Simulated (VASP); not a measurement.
# MnFe2N2 (P-3m1) in VASP: a series of runs, part 2 of 3

VASP 6.6.1.

### Step 3. Single point, PBE

This run uses another cell than the first one, of 9.13 Å³/atom.

INCAR reads:

```
  PREC = Accurate
  ENCUT = 520
  EDIFF = 1E-6
  ISMEAR = 0
  SIGMA = 0.1
  LREAL = F
  LASPH = T
  NELM = 80
  ALGO = Normal
  ISIF = 2
  LWAVE = F
  LCHARG = F
  GGA = PE
  NBANDS = 28
```

KPOINTS reads:

```
regular mesh
0
Gamma
  12 12 6
```

POSCAR reads:

```
MnFe2N2
1.0
    2.8941413859      0.0000000000      0.0000000000
   -1.4470706929      2.5063999623      0.0000000000
    0.0000000000      0.0000000000      6.2943681112
Mn Fe N
1 2 2
Direct
    0.0000000000      0.0000000000      0.5000000000
    0.6666666667      0.3333333333      0.1671980000
    0.3333333333      0.6666666667      0.8328020000
    0.6666666667      0.3333333333      0.7068130000
    0.3333333333      0.6666666667      0.2931870000
```

Potentials or basis: VASP PAW PBE potentials, release 64 (Mn_pv, Fe, N).

Launch:

```console
> cat potpaw_PBE.64/Mn_pv/POTCAR potpaw_PBE.64/Fe/POTCAR potpaw_PBE.64/N/POTCAR > POTCAR
> mpirun -np 1 vasp_std > vasp.out
```

OUTCAR:

```text
PREC = Accurate
   ENCUT = 520
   EDIFF = 1E-6
   ISMEAR = 0
   LREAL = F
   LASPH = T
   NELM = 80
   ISIF = 2
   GGA = PE

 ion  position               nearest neighbor table
   1  0.000  0.000  0.500-   4 2.12   5 2.12   5 2.12   4 2.12   4 2.12   5 2.12   2 2.68   3 2.68
                             3 2.68   2 2.68   3 2.68   2 2.68
   2  0.667  0.333  0.167-   5 1.85   5 1.85   5 1.85   1 2.68   1 2.68   1 2.68   3 2.69   3 2.69
                             3 2.69
   3  0.333  0.667  0.833-   4 1.85   4 1.85   4 1.85   1 2.68   1 2.68   1 2.68   2 2.69   2 2.69
                             2 2.69
   4  0.667  0.333  0.707-   3 1.85   3 1.85   3 1.85   1 2.12   1 2.12   1 2.12
   5  0.333  0.667  0.293-   2 1.85   2 1.85   2 1.85   1 2.12   1 2.12   1 2.12

  LATTYP: Found a hexagonal cell.
 ALAT       =     2.8941413859
 C/A-ratio  =     2.1748654512

  Lattice vectors:

 A1 = (   2.8941413859,   0.0000000000,   0.0000000000)
 A2 = (  -1.4470706929,   2.5063999623,   0.0000000000)
 A3 = (   0.0000000000,   0.0000000000,   6.2943681112)

Analysis of symmetry for initial positions (statically):
=====================================================================
 Subroutine PRICEL returns:
 Original cell was already a primitive cell.

 Routine SETGRP: Setting up the symmetry group for a
 hexagonal supercell.

 Subroutine GETGRP returns: Found 12 space group operations
 (whereof 12 operations were pure point group operations)
 out of a pool of 24 trial point group operations.

The static configuration has the point symmetry D_3d.

Analysis of symmetry for dynamics (positions and initial velocities):
=====================================================================
 Subroutine PRICEL returns:
 Original cell was already a primitive cell.

 Routine SETGRP: Setting up the symmetry group for a
 hexagonal supercell.

 Subroutine GETGRP returns: Found 12 space group operations
 (whereof 12 operations were pure point group operations)
 out of a pool of 24 trial point group operations.

The dynamic configuration has the point symmetry D_3d.

 Subroutine INISYM returns: Found 12 space group operations
 (whereof 12 operations are pure point group operations),
 and found     1 'primitive' translations

----------------------------------------------------------------------------------------

                                     Primitive cell

  volume of cell :      45.6586

  direct lattice vectors                    reciprocal lattice vectors
     2.894141386  0.000000000  0.000000000     0.345525621  0.199489310  0.000000000
    -1.447070693  2.506399962  0.000000000     0.000000000  0.398978621  0.000000000
     0.000000000  0.000000000  6.294368111     0.000000000  0.000000000  0.158872183

  length of vectors
     2.894141386  2.894141386  6.294368111     0.398978621  0.398978621  0.158872183

  position of ions in fractional coordinates (direct lattice)
     0.000000000  0.000000000  0.500000000
     0.666666667  0.333333333  0.167198000
     0.333333333  0.666666667  0.832802000
     0.666666667  0.333333333  0.706813000
     0.333333333  0.666666667  0.293187000

  ion indices of the primitive-cell ions
   primitive index   ion index
                 1           1
                 2           2
                 3           3
                 4           4
                 5           5
[... 21 lines left out ...]

 Subroutine IBZKPT returns following result:
 ===========================================

 Found    100 irreducible k-points:

 Following reciprocal coordinates:
            Coordinates               Weight
  0.000000  0.000000  0.000000      1.000000
  0.083333 -0.000000  0.000000      6.000000
  0.166667  0.000000  0.000000      6.000000
  0.250000  0.000000  0.000000      6.000000
  0.333333 -0.000000  0.000000      6.000000
  0.416667 -0.000000  0.000000      6.000000
[... 16 lines left out ...]
  0.166667  0.000000  0.166667      6.000000
  0.000000  0.166667  0.166667      6.000000
 [... further k-points ...]
   k-points           NKPTS =    100   k-points in BZ     NKDIM =    100   number of bands    NBANDS=     28
   number of dos      NEDOS =    301   number of ions     NIONS =      5
   total plane-waves  NPLWV =  27648
   dimension x,y,z NGX =    24 NGY =   24 NGZ =   48
   dimension x,y,z NGXF=    48 NGYF=   48 NGZF=   96
   ions per type =               1   2   2
   NGX,Y,Z   is equivalent  to a cutoff of  13.79, 13.79, 12.68 a.u.
   NGXF,Y,Z  is equivalent  to a cutoff of  27.57, 27.57, 25.36 a.u.
 SYSTEM =  unknown system
   PREC   = accura    normal or accurate (medium, high low for compatibility)
   ISTART =      0    job   : 0-new  1-cont  2-samecut
   ICHARG =      2    charge: 1-file 2-atom 10-const
   ISPIN  =      1    spin polarized calculation?
   LNONCOLLINEAR =      F non collinear calculations
   LSORBIT =      F    spin-orbit coupling
   LASPH  =      T    aspherical Exc in radial PAW
   ENCUT  =  520.0 eV  38.22 Ry    6.18 a.u.   5.38  5.38 11.70*2*pi/ulx,y,z
   NELM   =     80;   NELMIN=  2; NELMDL= -5     # of ELM steps
   EDIFF  = 0.1E-05   stopping-criterion for ELM
   LREAL  =      F    real-space projection
   EDIFFG = 0.1E-04   stopping-criterion for IOM
   NSW    =      0    number of steps for IOM
   IBRION =     -1    ionic relax: 0-MD 1-quasi-New 2-CG
   NFREE  =      0    steps in history (QN), initial steepest desc. (CG)
   ISIF   =      2    stress and relaxation
   ISYM   =      2    0-nonsym 1-usesym 2-fastsym
   POTIM  = 0.5000    time-step for ionic-motion
   TEBEG  =    0.0;   TEEND  =   0.0 temperature during run
   PSTRESS=    0.0 pullay stress
   NELECT =      39.0000    total number of electrons
   NUPDOWN=      -1.0000    fix difference up-down
   EMIN   =  10.00;   EMAX   =-10.00  energy-range for DOS
   EFERMI =   0.00;   METHOD = LEGACY
   ISMEAR =     0;   SIGMA  =   0.10  broadening in eV -4-tet -1-fermi 0-gaus
   EFERMI_NEDOS =   21; number of points for ismear=-14 and -15
   IALGO  =     38    algorithm
   IMIX   =      4    mixing-type and parameters
     AMIX     =   0.40;   BMIX     =  1.00
     AMIX_MAG =   1.60;   BMIX_MAG =  1.00
  volume/ion in A,a.u.               =       9.13        61.62
  Fermi-wavevector in a.u.,A,eV,Ry     =   1.553301  2.935313 32.827374  2.412744
  Thomas-Fermi vector in A             =   2.657552
   LORBIT       =      0    0 simple, 1 ext, 2 COOP (PROOUT), +10 PAW based schemes
   GGA     = PE    functional components
   LHFCALC =     F    Hartree Fock is set to
   AEXX    =    0.0000 exact exchange contribution
   IVDW    =     0    specifies the selected vdW correction
   LEPSILON=     F    determine dielectric tensor
   LRPA    =     F    only Hartree local field effects (RPA)
 non-spin polarized calculation
 Gauss-broadening in eV      SIGMA  =   0.10
  energy-cutoff  :      520.00
  volume of cell :       45.66
 maximum number of plane-waves:      1259
 NGX is ok and might be reduce to    24
   NGX = 11   NGY = 11   NGZ = 23

 number of electron      39.0000007 magnetization

 Free energy of the ion-electron system (eV)
  ---------------------------------------------------
  ext. energy  EPLUGINS =         0.00000000
  ---------------------------------------------------
  free energy    TOTEN  =       -41.51157601 eV

  energy without entropy =      -41.47418652  energy(sigma->0) =      -41.49288127

 E-fermi :   8.3038     XC(G=0): -13.2713

 val. band max:        8.3031812454   @ k =   0.4167   0.1667   0.1667
 cond. band min:       8.3066160460   @ k =   0.0000   0.0833   0.3333
 fundamental gap:      0.0034348007
 Fermi energy:         8.3037683322

 k-point     1 :       0.0000    0.0000    0.0000
  band No.  band energies     occupation
      1     -40.2325      2.00000
      2     -40.0833      2.00000
      3     -40.0833      2.00000
      4      -9.6578      2.00000
      5      -8.6028      2.00000
      6      -0.4650      2.00000
[... 733 lines left out ...]
     27      11.4653      0.00000
     28      15.4869      0.00000

 [... further k-points ...]
[... 5 lines left out ...]
  --------------------------------------------------------------------------------------
  -------------------------------------------------------------------------------------
  Total       -1.1699912     -1.1699912     -3.6746764     -0.0000000      0.0000000      0.0000000
  in kB      -41.0554610    -41.0554610   -128.9458656     -0.0000000      0.0000000      0.0000000
  external PRESSURE =     -70.3522626 kB  Pullay stress =       0.0000000 kB

 VOLUME and BASIS-vectors are now :
 -----------------------------------------------------------------------------
  energy-cutoff  :      520.00
  volume of cell :       45.66
      direct lattice vectors                 reciprocal lattice vectors
     2.894141386  0.000000000  0.000000000     0.345525621  0.199489310  0.000000000
    -1.447070693  2.506399962  0.000000000     0.000000000  0.398978621  0.000000000
     0.000000000  0.000000000  6.294368111     0.000000000  0.000000000  0.158872183

 POSITION                                       TOTAL-FORCE (eV/Angst)
 -----------------------------------------------------------------------------------
      0.00000      0.00000      3.14718        -0.000000      0.000000     -0.000000
      1.44707      0.83547      1.05241        -0.000000      0.000000      0.224063
     -0.00000      1.67093      5.24196         0.000000     -0.000000     -0.224063
      1.44707      0.83547      4.44894         0.000000      0.000000     -0.483085
     -0.00000      1.67093      1.84543        -0.000000     -0.000000      0.483085
 -----------------------------------------------------------------------------------
    total drift:                                0.000000     -0.000000      0.000000

  FREE ENERGIE OF THE ION-ELECTRON SYSTEM (eV)
  ---------------------------------------------------
  free  energy   TOTEN  =       -41.5115760076 eV

  energy  without entropy=      -41.4741865232  energy(sigma->0) =      -41.49288127
```

stdout:

```text
POSCAR found type information on POSCAR MnFeN
 POSCAR found :  3 types and       5 ions
 scaLAPACK will be used
 LDA part: xc-table for (Slater+PW92), standard interpolation
 POSCAR, INCAR and KPOINTS ok, starting setup
 FFT: planning ... GRIDC
 FFT: planning ... GRID_SOFT
 FFT: planning ... GRID
 WAVECAR not read
 entering main loop
```

Wall time 3.8 min (1 thread of AMD EPYC 7R13, shared host); peak memory 0.23 GiB.

What came out:

```
Free energy            : -41.5116 eV
Pressure               : -7.0 GPa
Largest force          : 0.483 eV/Å
Band gap on the k mesh : zero (an odd number of electrons rules out a gap without spin polarisation)
```

Forces on the atoms (eV/Å):
```
Mn   0.000  0.000  0.000
Fe   0.000  0.000  0.224
Fe   0.000  0.000 -0.224
N    0.000  0.000 -0.483
N    0.000  0.000  0.483
```

Stress tensor (GPa, compression positive):
```
 -4.11   0.00   0.00
  0.00  -4.11   0.00
  0.00   0.00 -12.89
```

Caveat: the stress differs along the axes, from -13 to -4 GPa; the run has no spin polarisation, though such a crystal can be magnetic.

### Step 4. Single point, PBE, collinear spin, ferromagnetic start

This run uses another cell than the first one, of 9.13 Å³/atom.

INCAR reads:

```
SYSTEM = MnFe2N2
PREC     = Accurate       ! precision mode
ENCUT    = 520            ! plane-wave cutoff, eV
EDIFF    = 1E-7           ! SCF threshold, eV
ISMEAR   = 0              ! smearing method
SIGMA    = 0.1            ! smearing width, eV
LREAL    = .False.        ! projectors in reciprocal space
LASPH    = .True.         ! aspherical terms in the spheres
NELM     = 150            ! most SCF steps
ALGO     = Normal         ! electronic algorithm
ISIF     = 2              ! what is computed and relaxed
LWAVE    = .False.        ! write WAVECAR
LCHARG   = .False.        ! write CHGCAR
ISPIN    = 2              ! spin polarisation
MAGMOM   = 4 0 0 0 0      ! initial moments
LORBIT   = 11             ! projections on sites
LMAXMIX  = 4              ! l up to which the mixer works
GGA      = PE             ! functional
NBANDS   = 32             ! bands
```

KPOINTS reads:

```
Automatic mesh
0
Gamma
  6 6 4
  0 0 0
```

POSCAR reads:

```
MnFe2N2
1.0
    2.8941413859      0.0000000000      0.0000000000
   -1.4470706929      2.5063999623      0.0000000000
    0.0000000000      0.0000000000      6.2943681112
Mn Fe N
1 2 2
Direct
    0.0000000000      0.0000000000      0.5000000000
    0.6666666700      0.3333333300      0.1671980000
    0.3333333300      0.6666666700      0.8328020000
    0.6666666700      0.3333333300      0.7068130000
    0.3333333300      0.6666666700      0.2931870000
```

Launch:

```console
> cat potpaw_PBE.64/Mn_pv/POTCAR potpaw_PBE.64/Fe/POTCAR potpaw_PBE.64/N/POTCAR > POTCAR
> mpirun -np 1 vasp_std > vasp.out
```

Run time: 2.3 min. Hardware: 1 thread of AMD EPYC 7R13, shared host; peak memory 0.19 GiB.

The run converged. Its results:

- Free energy: -42.0471 eV
- Pressure: -0.2 GPa
- Largest force: 0.111 eV/Å
- Net moment: 2.65 μB per cell
- Site moments: Mn +2.55; Fe +0.08; N -0.03 μB
- Valence electrons inside the program's atomic spheres: Mn 11.74; Fe 7.62; N 3.71

Forces in eV/Å, atoms in the order of the input:
```
Mn   0.000  0.000  0.000
Fe   0.000  0.000 -0.014
Fe   0.000  0.000  0.014
N    0.000  0.000 -0.111
N    0.000  0.000  0.111
```

Stress tensor (GPa, compression positive):
```
 0.64  0.00  0.00
 0.00  0.64  0.00
 0.00  0.00 -1.98
```

Levels at points of the mesh, in eV from the Fermi level:
Spin up:
```
           k point  band 19  band 20  band 21  band 22  band 23  band 24
(0.00, 0.00, 0.00)    -1.12    -0.80    -0.80     0.89     1.50     2.17
(0.50, 0.00, 0.00)    -0.22    -0.13    -0.12    -0.09     0.05     0.67
(0.00, 0.00, 0.50)    -1.64    -0.39    -0.39     0.90     2.16     2.48
(0.50, 0.00, 0.50)    -0.52    -0.40    -0.20     0.06     0.28     1.29
```
Spin down:
| k point | band 16 | band 17 | band 18 | band 19 | band 20 | band 21 |
| --- | --- | --- | --- | --- | --- | --- |
| (0.00, 0.00, 0.00) | -0.58 | -0.58 | -0.42 | -0.42 | 0.56 | 0.56 |
| (0.50, 0.00, 0.00) | -0.49 | -0.24 | 0.00 | 0.07 | 0.49 | 0.72 |
| (0.00, 0.00, 0.50) | -1.27 | -0.99 | -0.56 | -0.56 | 0.82 | 0.82 |
| (0.50, 0.00, 0.50) | -0.61 | -0.25 | -0.24 | -0.12 | 0.01 | 1.10 |

Caveat: the k points lie up to 0.42 Å⁻¹ apart; the run started ferromagnetic, and an antiferromagnetic order may lie lower in energy.

### Step 5. Relaxation of cell and atoms, PBE

This run uses another cell than the first one, of 9.13 Å³/atom.

INCAR reads:

```
SYSTEM = MnFe2N2
PREC = Accurate
ENCUT = 600
EDIFF = 1E-6
ISMEAR = 0
SIGMA = 0.1
LREAL = .FALSE.
LASPH = .TRUE.
NELM = 60
ALGO = Normal
ISIF = 3
LWAVE = .FALSE.
LCHARG = .FALSE.
GGA = PE
IBRION = 2
NSW = 80
EDIFFG = -0.01
```

KPOINTS reads:

```
Automatic mesh
0
G
  12 12 6
  0 0 0
```

POSCAR reads:

```
MnFe2N2
1.0
    2.8941413859      0.0000000000      0.0000000000
   -1.4470706929      2.5063999623      0.0000000000
    0.0000000000      0.0000000000      6.2943681112
Mn Fe N
1 2 2
Direct
    0.0000000000      0.0000000000      0.5000000000
    0.6666666667      0.3333333333      0.1671980000
    0.3333333333      0.6666666667      0.8328020000
    0.6666666667      0.3333333333      0.7068130000
    0.3333333333      0.6666666667      0.2931870000
```

Launch:

```console
> cat potpaw_PBE.64/Mn_pv/POTCAR potpaw_PBE.64/Fe/POTCAR potpaw_PBE.64/N/POTCAR > POTCAR
> mpirun -np 1 vasp_std > vasp.out
```

Wall time 20 min (1 thread of AMD EPYC 7R13, shared host); peak memory 0.26 GiB.

It converged, with:

| Property | Result |
| --- | --- |
| Free energy | -41.6157 eV |
| Relaxed volume | 8.83 Å³/atom |
| Relaxed cell | a = 2.906 Å, b = 2.906 Å, c = 6.035 Å, α = 90.00°, β = 90.00°, γ = 120.00° |
| Space group after relaxing (to 0.1 Å) | P-3m1 (No. 164) |
| Energy gained by relaxing | 20.3 meV/atom |
| Ionic steps | 10 |
| Pressure after relaxing | 0.0 GPa |
| Largest force after relaxing | 0.009 eV/Å |
| Band gap on the k mesh | zero (an odd number of electrons rules out a gap without spin polarisation) |

Forces in eV/Å, atoms in the order of the input:
```
Mn   0.000  0.000  0.000
Fe   0.000  0.000  0.001
Fe   0.000  0.000 -0.001
N    0.000  0.000 -0.009
N    0.000  0.000  0.009
```

Stress tensor (GPa, compression positive):
```
 0.08  0.00  0.00
 0.00  0.08  0.00
 0.00  0.00 -0.11
```

Step by step:
```csv
step,energy change (eV),largest force (eV/Å),pressure (GPa),volume (Å³)
1,0.0000,0.4826,-7.22,45.66
2,-0.0419,0.4722,10.15,42.99
3,-0.0628,0.4911,3.28,43.93
4,-0.1003,0.0886,0.76,43.94
5,-0.1003,0.0876,0.72,43.94
6,-0.1011,0.0802,-0.43,44.17
7,-0.1011,0.0799,-0.52,44.18
8,-0.1015,0.0249,-0.01,44.17
9,-0.1016,0.0213,-0.07,44.17
10,-0.1016,0.0088,0.02,44.15
```

Final structure:
```
CELL_PARAMETERS angstrom
2.90644 0.00000 0.00000
-1.45322 2.51705 0.00000
0.00000 0.00000 6.03534
ATOMIC_POSITIONS crystal
Mn 0.00000 0.00000 0.50000
Fe 0.66667 0.33333 0.16909
Fe 0.33333 0.66667 0.83091
N 0.66667 0.33333 0.69963
N 0.33333 0.66667 0.30037
```

Levels at points of the mesh, in eV from the Fermi level:
| k point | band 16 | band 17 | band 18 | band 19 | band 20 | band 21 | band 22 | band 23 |
| --- | --- | --- | --- | --- | --- | --- | --- | --- |
| (0.00, 0.00, 0.00) | -0.99 | -0.99 | -0.83 | -0.83 | -0.41 | -0.41 | 0.60 | 1.58 |
| (0.50, 0.00, 0.00) | -0.94 | -0.55 | -0.31 | -0.18 | -0.04 | 0.13 | 0.41 | 0.42 |
| (0.00, 0.00, 0.50) | -1.80 | -1.61 | -1.21 | -1.21 | 0.14 | 0.14 | 1.05 | 1.97 |
| (0.50, 0.00, 0.50) | -0.77 | -0.60 | -0.53 | -0.39 | -0.39 | -0.01 | 0.30 | 0.98 |

Caveat: the run has no spin polarisation, though such a crystal can be magnetic.

[end of part 2 of 3]
